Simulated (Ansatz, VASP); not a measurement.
# Two plane-wave programs on ZnAu

```
Zn Au
1.0
     3.18838    0.00000    0.00000
     0.00000    3.23559    0.00000
     0.00000    0.00000    3.18838
Zn Au
1 1
Direct
  0.50000 0.50000 0.50000
  0.00000 0.00000 0.00000
```

Alike in both runs: task single point; functional PBE; k mesh 12 × 12 × 12; occupations gaussian, width 0.1 eV; no spin polarisation.

|  | VASP | Ansatz |
| --- | --- | --- |
| version | VASP 6.6.1 | Ansatz 0.2.0 |
| potentials or method | VASP PAW PBE potentials, release 64 (Zn, Au), cutoff 520 eV | scalar-relativistic, plane waves, PAW |
| valence electrons in the cell | 23 | 31 |

Ansatz gave:

| Property | Result |
| --- | --- |
| gap on the k mesh at the Fermi level (eV) | none |
| pressure (GPa) | -1.8 |
| traceless stress, the component that is largest in VASP (GPa) | -0.11 |

Task: What did VASP give for the same quantities?

Result: gap on the k mesh at the Fermi level (eV): none; pressure (GPa): -1.7; traceless stress, the component that is largest in VASP (GPa): -0.10.

A gap of «none» marks a metal or a gap that the smearing closes. VASP's potentials hold 23 valence electrons a cell and Ansatz's 31, so a difference there can come from the potentials and not from the codes.

Neither program's run includes spin-orbit coupling.
